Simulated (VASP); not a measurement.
# YbMg2Ge2 (I4/mmm) in VASP: further runs

The runs below take YbMg2Ge2 through single point, with PBEsol, PBEsol+D4, revPBE, PBEsol+U.

Program: VASP 6.6.1. These are calculated values, not measurements. Logs are shortened: lines on timing, memory, paths and dates and some standing lists are left out, and cuts for length are marked.

## 1. The cell of the first run

It takes space group I4/mmm (No. 139, tetragonal). Conventional cell: a = 4.134 Å, b = 4.134 Å, c = 10.244 Å, α = 90.00°, β = 90.00°, γ = 90.00°. Within 3.2 Å of Ge (site symmetry 4mm) lie 4 Mg at 2.43 Å and 1 Ge at 2.56 Å and 4 Yb at 3.19 Å. Yb (site symmetry 4/mmm) has 10 Ge at 3.19 to 3.84 Å and 8 Mg at 3.29 Å and 4 Yb at 4.13 Å within 4.2 Å. Mg (site symmetry -4m2) has 4 Ge at 2.43 Å and 4 Mg at 2.92 Å and 4 Yb at 3.29 Å within 3.3 Å.

## 2. Single point, PBEsol

INCAR reads:

```
SYSTEM = YbMg2Ge2
  ALGO = Normal
  EDIFF = 1E-6
  ENCUT = 520
  GGA = PS
  ISIF = 2
  ISMEAR = -1
  LASPH = .True.
  LCHARG = .False.
  LREAL = .False.
  LWAVE = .False.
  NBANDS = 36
  NELM = 60
  PREC = Accurate
  SIGMA = 0.0544
```

KPOINTS reads:

```
k-points
0
Gamma
  5 5 5
  0 0 0
```

POSCAR reads:

```
YbMg2Ge2
1.0
    0.0000000000      4.1343050000      0.0000000000
    4.1343050000      0.0000000000      0.0000000000
    2.0671530000      2.0671530000     -5.1220800000
Ge Yb Mg
2 1 2
Direct
    0.3750000000      0.3750000000      0.2500000000
    0.6250000000      0.6250000000      0.7500000000
    0.0000000000      0.0000000000      0.0000000000
    0.7500000000      0.2500000000      0.5000000000
    0.2500000000      0.7500000000      0.5000000000
```

Potentials or basis: VASP PAW PBE potentials, release 64 (Ge_d, Yb, Mg).

Command:

```
> cat potpaw_PBE.64/Ge_d/POTCAR potpaw_PBE.64/Yb/POTCAR potpaw_PBE.64/Mg/POTCAR > POTCAR
> mpirun -np 1 vasp_std > vasp.out
```

OUTCAR:

```text
SYSTEM = YbMg2Ge2
   EDIFF = 1E-6
   ENCUT = 520
   GGA = PS
   ISIF = 2
   ISMEAR = -1
   LASPH = .True.
   LREAL = .False.
   NELM = 60
   PREC = Accurate

 ion  position               nearest neighbor table
   1  0.375  0.375  0.250-   5 2.43   4 2.43   4 2.43   5 2.43   2 2.56   3 3.19   3 3.19   3 3.19
                             3 3.19
   2  0.625  0.625  0.750-   5 2.43   4 2.43   4 2.43   5 2.43   1 2.56   3 3.19   3 3.19   3 3.19
                             3 3.19
   3  0.000  0.000  0.000-   2 3.19   1 3.19   2 3.19   1 3.19   1 3.19   2 3.19   2 3.19   1 3.19
                             4 3.29   5 3.29   5 3.29   4 3.29   5 3.29   4 3.29   5 3.29   4 3.29
   4  0.750  0.250  0.500-   1 2.43   2 2.43   2 2.43   1 2.43   5 2.92   5 2.92   5 2.92   5 2.92
                             3 3.29   3 3.29   3 3.29   3 3.29
   5  0.250  0.750  0.500-   1 2.43   2 2.43   2 2.43   1 2.43   4 2.92   4 2.92   4 2.92   4 2.92
                             3 3.29   3 3.29   3 3.29   3 3.29

  LATTYP: Found a body centered tetragonal cell.
 ALAT       =     4.1343050000
 C/A-ratio  =     2.4778433134

  Lattice vectors:

 A1 = (  -2.0671530000,   2.0671520000,   5.1220800000)
 A2 = (   2.0671520000,  -2.0671530000,   5.1220800000)
 A3 = (   2.0671530000,   2.0671530000,  -5.1220800000)

Analysis of symmetry for initial positions (statically):
=====================================================================
 Subroutine PRICEL returns:
 Original cell was already a primitive cell.

 Routine SETGRP: Setting up the symmetry group for a
 body centered tetragonal supercell.

 Subroutine GETGRP returns: Found 16 space group operations
 (whereof 16 operations were pure point group operations)
 out of a pool of 16 trial point group operations.

The static configuration has the point symmetry D_4h.

Analysis of symmetry for dynamics (positions and initial velocities):
=====================================================================
 Subroutine PRICEL returns:
 Original cell was already a primitive cell.

 Routine SETGRP: Setting up the symmetry group for a
 body centered tetragonal supercell.

 Subroutine GETGRP returns: Found 16 space group operations
 (whereof 16 operations were pure point group operations)
 out of a pool of 16 trial point group operations.

The dynamic configuration has the point symmetry D_4h.

 Subroutine INISYM returns: Found 16 space group operations
 (whereof 16 operations are pure point group operations),
 and found     1 'primitive' translations

----------------------------------------------------------------------------------------

                                     Primitive cell

  volume of cell :      87.5490

  direct lattice vectors                    reciprocal lattice vectors
     0.000000000  4.134305000  0.000000000     0.000000000  0.241878623  0.097616617
     4.134305000  0.000000000  0.000000000     0.241878623  0.000000000  0.097616617
     2.067153000  2.067153000 -5.122080000     0.000000000  0.000000000 -0.195233187

  length of vectors
     4.134305000  4.134305000  5.897622112     0.260833802  0.260833802  0.195233187

  position of ions in fractional coordinates (direct lattice)
     0.375000000  0.375000000  0.250000000
     0.625000000  0.625000000  0.750000000
     0.000000000  0.000000000  0.000000000
     0.750000000  0.250000000  0.500000000
     0.250000000  0.750000000  0.500000000

  ion indices of the primitive-cell ions
   primitive index   ion index
                 1           1
                 2           2
                 3           3
                 4           4
                 5           5

----------------------------------------------------------------------------------------

 KPOINTS: k-points

Automatic generation of k-mesh.
 Grid dimensions read from file:
 generate k-points for:    5    5    5

 Generating k-lattice:

  Cartesian coordinates                     Fractional coordinates (reciprocal lattice)
     0.000000000  0.048375725  0.019523323     0.200000000  0.000000000  0.000000000
     0.048375725  0.000000000  0.019523323     0.000000000  0.200000000  0.000000000
     0.000000000  0.000000000 -0.039046637     0.000000000  0.000000000  0.200000000

  Length of vectors
     0.052166760  0.052166760  0.039046637

  Shift w.r.t. Gamma in fractional coordinates (k-lattice)
     0.000000000  0.000000000  0.000000000

 Subroutine IBZKPT returns following result:
 ===========================================

 Found     18 irreducible k-points:

 Following reciprocal coordinates:
            Coordinates               Weight
  0.000000  0.000000  0.000000      1.000000
  0.200000  0.000000 -0.000000      8.000000
  0.400000  0.000000 -0.000000      8.000000
  0.200000  0.200000 -0.000000      8.000000
  0.400000  0.200000 -0.000000     16.000000
 -0.400000  0.200000  0.000000     16.000000
[... 10 lines left out ...]
  0.000000  0.000000  0.400000      2.000000
 -0.200000  0.000000  0.400000      4.000000
   k-points           NKPTS =     18   k-points in BZ     NKDIM =     18   number of bands    NBANDS=     36
   number of dos      NEDOS =    301   number of ions     NIONS =      5
   total plane-waves  NPLWV =  49152
   dimension x,y,z NGX =    32 NGY =   32 NGZ =   48
   dimension x,y,z NGXF=    64 NGYF=   64 NGZF=   96
   ions per type =               2   1   2
   NGX,Y,Z   is equivalent  to a cutoff of  12.87, 12.87, 13.53 a.u.
   NGXF,Y,Z  is equivalent  to a cutoff of  25.74, 25.74, 27.06 a.u.
 SYSTEM =  YbMg2Ge2
   PREC   = accura    normal or accurate (medium, high low for compatibility)
   ISTART =      0    job   : 0-new  1-cont  2-samecut
   ICHARG =      2    charge: 1-file 2-atom 10-const
   ISPIN  =      1    spin polarized calculation?
   LNONCOLLINEAR =      F non collinear calculations
   LSORBIT =      F    spin-orbit coupling
   LASPH  =      T    aspherical Exc in radial PAW
   ENCUT  =  520.0 eV  38.22 Ry    6.18 a.u.   7.69  7.69 10.97*2*pi/ulx,y,z
   NELM   =     60;   NELMIN=  2; NELMDL= -5     # of ELM steps
   EDIFF  = 0.1E-05   stopping-criterion for ELM
   LREAL  =      F    real-space projection
   EDIFFG = 0.1E-04   stopping-criterion for IOM
   NSW    =      0    number of steps for IOM
   IBRION =     -1    ionic relax: 0-MD 1-quasi-New 2-CG
   NFREE  =      0    steps in history (QN), initial steepest desc. (CG)
   ISIF   =      2    stress and relaxation
   ISYM   =      2    0-nonsym 1-usesym 2-fastsym
   POTIM  = 0.5000    time-step for ionic-motion
   TEBEG  =    0.0;   TEEND  =   0.0 temperature during run
   PSTRESS=    0.0 pullay stress
   NELECT =      56.0000    total number of electrons
   NUPDOWN=      -1.0000    fix difference up-down
   EMIN   =  10.00;   EMAX   =-10.00  energy-range for DOS
   EFERMI =   0.00;   METHOD = LEGACY
   ISMEAR =    -1;   SIGMA  =   0.05  broadening in eV -4-tet -1-fermi 0-gaus
   EFERMI_NEDOS =   21; number of points for ismear=-14 and -15
   IALGO  =     38    algorithm
   IMIX   =      4    mixing-type and parameters
     AMIX     =   0.40;   BMIX     =  1.00
     AMIX_MAG =   1.60;   BMIX_MAG =  1.00
  volume/ion in A,a.u.               =      17.51       118.16
  Fermi-wavevector in a.u.,A,eV,Ry     =   1.410545  2.665544 27.070670  1.989638
  Thomas-Fermi vector in A             =   2.532488
   LORBIT       =      0    0 simple, 1 ext, 2 COOP (PROOUT), +10 PAW based schemes
   GGA     = PS    functional components
   LHFCALC =     F    Hartree Fock is set to
   AEXX    =    0.0000 exact exchange contribution
   IVDW    =     0    specifies the selected vdW correction
   LEPSILON=     F    determine dielectric tensor
   LRPA    =     F    only Hartree local field effects (RPA)
 non-spin polarized calculation
  energy-cutoff  :      520.00
  volume of cell :       87.55
 maximum number of plane-waves:      2374
   NGX = 15   NGY = 15   NGZ = 21

 number of electron      55.9999988 magnetization

 Free energy of the ion-electron system (eV)
  ---------------------------------------------------
  ext. energy  EPLUGINS =         0.00000000
  ---------------------------------------------------
  free energy    TOTEN  =       -17.96482906 eV

  energy without entropy =      -17.93463524  energy(sigma->0) =      -17.94973215

 E-fermi :   5.3905     XC(G=0): -11.1076

 val. band max:        5.3809216968   @ k =   0.0000   0.0000   0.2000
 cond. band min:       5.4472535982   @ k =  -0.2000   0.0000   0.2000
 fundamental gap:      0.0663319013
 Fermi energy:         5.3905022766

 k-point     1 :       0.0000    0.0000    0.0000
  band No.  band energies     occupation
      1     -46.1455      2.00000
      2     -18.8500      2.00000
      3     -18.8012      2.00000
      4     -18.8012      2.00000
      5     -18.7282      2.00000
      6     -18.7282      2.00000
[... 28 lines left out ...]
     35      10.9159      0.00000
     36      10.9159      0.00000

 k-point     2 :       0.2000    0.0000   -0.0000
  band No.  band energies     occupation
      1     -46.1451      2.00000
      2     -18.8512      2.00000
      3     -18.7989      2.00000
      4     -18.7989      2.00000
      5     -18.7290      2.00000
      6     -18.7273      2.00000
[... 28 lines left out ...]
     35      10.1618      0.00000
     36      10.9728      0.00000

 k-point     3 :       0.4000    0.0000   -0.0000
  band No.  band energies     occupation
      1     -46.1444      2.00000
      2     -18.8532      2.00000
      3     -18.7931      2.00000
      4     -18.7917      2.00000
      5     -18.7353      2.00000
      6     -18.7289      2.00000
[... 28 lines left out ...]
     35      10.3568      0.00000
     36      10.8175      0.00000
[... 508 lines left out ...]
 k-point    17 :       0.0000    0.0000    0.4000
  band No.  band energies     occupation
      1     -46.1455      2.00000
      2     -18.8531      2.00000
      3     -18.8050      2.00000
      4     -18.8050      2.00000
      5     -18.7224      2.00000
      6     -18.7224      2.00000
[... 28 lines left out ...]
     35      10.3970      0.00000
     36      10.3970      0.00000

 k-point    18 :      -0.2000    0.0000    0.4000
  band No.  band energies     occupation
      1     -46.1451      2.00000
      2     -18.8533      2.00000
      3     -18.8015      2.00000
      4     -18.8011      2.00000
      5     -18.7239      2.00000
      6     -18.7225      2.00000
[... 28 lines left out ...]
     35       8.9423      0.00000
     36      11.9794      0.00000

------------------------ aborting loop because EDIFF is reached ----------------------------------------

  FORCE on cell =-STRESS in cart. coord.  units (eV):
  Direction    XX          YY          ZZ          XY          YZ          ZX
  --------------------------------------------------------------------------------------
  -------------------------------------------------------------------------------------
  Total       10.6328319     10.6328319     10.0828726      0.0000000     -0.0000010     -0.0000010
  in kB      194.5844569    194.5844569    184.5200145      0.0000000     -0.0000180     -0.0000180
  external PRESSURE =     191.2296428 kB  Pullay stress =       0.0000000 kB

 VOLUME and BASIS-vectors are now :
 -----------------------------------------------------------------------------
  energy-cutoff  :      520.00
  volume of cell :       87.55
      direct lattice vectors                 reciprocal lattice vectors
     0.000000000  4.134305000  0.000000000     0.000000000  0.241878623  0.097616617
     4.134305000  0.000000000  0.000000000     0.241878623  0.000000000  0.097616617
     2.067153000  2.067153000 -5.122080000     0.000000000  0.000000000 -0.195233187

 POSITION                                       TOTAL-FORCE (eV/Angst)
 -----------------------------------------------------------------------------------
      2.06715      2.06715     -1.28052        -0.000000     -0.000000      3.054050
      4.13431      4.13431     -3.84156         0.000000      0.000000     -3.054050
      0.00000      0.00000      0.00000         0.000000     -0.000000      0.000000
      2.06715      4.13431     -2.56104        -0.000000      0.000000      0.000000
      4.13431      2.06715     -2.56104         0.000000      0.000000     -0.000000
 -----------------------------------------------------------------------------------
    total drift:                               -0.000000     -0.000000     -0.000000

  FREE ENERGIE OF THE ION-ELECTRON SYSTEM (eV)
  ---------------------------------------------------
  free  energy   TOTEN  =       -17.9648290616 eV

  energy  without entropy=      -17.9346352376  energy(sigma->0) =      -17.94973215
```

Wall time 2.7 min (1 thread of AMD EPYC 7R13 (Zen 3), shared host); peak memory 0.22 GiB.

What came out:

```yaml
Free_energy: -17.9648 eV
Pressure: 19.1 GPa
Largest_force: 3.054 eV/Å
Band_gap_on_the_k_mesh: zero (bands 28 and 29 overlap by 0.58 eV)
```

Forces in eV/Å, atoms in the order of the input:
```
Ge   0.000  0.000  3.054
Ge   0.000  0.000 -3.054
Yb   0.000  0.000  0.000
Mg   0.000  0.000  0.000
Mg   0.000  0.000  0.000
```

Caveat: the cell stands under pressure; the PAW data sets were made with another functional, which shifts forces and pressure a little; spin-orbit coupling is left out, which moves the levels of the heavy elements.

[end of part 1 of 3]

The gap in the log of VASP goes by the Fermi energy; the results here count the filled bands.